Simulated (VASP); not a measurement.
Set up this calculation in VASP 6.6.1, as the native input.

- Task: single point
- Functional: r2SCAN
- Potentials or basis: VASP PAW PBE potentials, release 64 (In_d, As)
- Cutoff: 520 eV
- k mesh: 8 × 8 × 8
- Occupations: fermi-dirac, width 0.02 eV
- Spin: no spin polarisation
- Dipole correction: no
- Further INCAR settings: ALGO = Normal; EDIFF = 1e-06; NBANDS = 16

Crystal: InAs.

```
In As
1.0
     0.00000    3.08514    3.08514
     3.08514    0.00000    3.08514
     3.08514    3.08514    0.00000
In As
1 1
Direct
  0.00000 0.00000 0.00000
  0.25000 0.25000 0.25000
```

This cell differs from its parent crystal: strain +1.0%.

The input as run:

POSCAR

```
InAs
1.0
    0.0000000000      3.0851363778      3.0851363778
    3.0851363778      0.0000000000      3.0851363778
    3.0851363778      3.0851363778      0.0000000000
In As
1 1
Direct
    0.0000000000      0.0000000000      0.0000000000
    0.2500000000      0.2500000000      0.2500000000
```

INCAR.step1

```
SYSTEM = InAs
PREC = Accurate ; ENCUT = 520
ISMEAR = -1 ; SIGMA = 0.02
LREAL = .False. ; LASPH = .True.
NELM = 80 ; NBANDS = 16
GGA = PE ; ALGO = Normal
EDIFF = 1E-4 ; LWAVE = .True.
LCHARG = .False.
```

INCAR.step2

```
SYSTEM = InAs
PREC = Accurate ; ENCUT = 520
EDIFF = 1E-6 ; ISMEAR = -1
SIGMA = 0.02 ; LREAL = .False.
LASPH = .True. ; NELM = 80
ALGO = Normal ; ISIF = 2
LWAVE = .False. ; LCHARG = .False.
METAGGA = R2SCAN ; LMIXTAU = .True.
NBANDS = 16 ; ISTART = 1
```

KPOINTS

```
Automatic mesh
0
Gamma
  8 8 8
  0 0 0
```

Potentials or basis: VASP PAW PBE potentials, release 64 (In_d, As).

Run with:

```bash
$ cat potpaw_PBE.64/In_d/POTCAR potpaw_PBE.64/As/POTCAR > POTCAR
$ cp INCAR.step1 INCAR
$ mpirun -np 1 vasp_std > vasp.out
$ cp INCAR.step2 INCAR
$ mpirun -np 1 vasp_std > vasp.out
```

It gave:

- Pressure: -1.6 GPa
- Band gap on the k mesh: zero (filled and empty bands touch)

Caveat: the cell differs from its parent crystal (strain +1.0%); the PAW data sets were made with another functional, which shifts forces and pressure a little; spin-orbit coupling is left out, which moves the levels of the heavy elements.

It took 3.4 min on 1 thread of AMD EPYC 7R13 (shared host), peak memory 0.17 GiB.
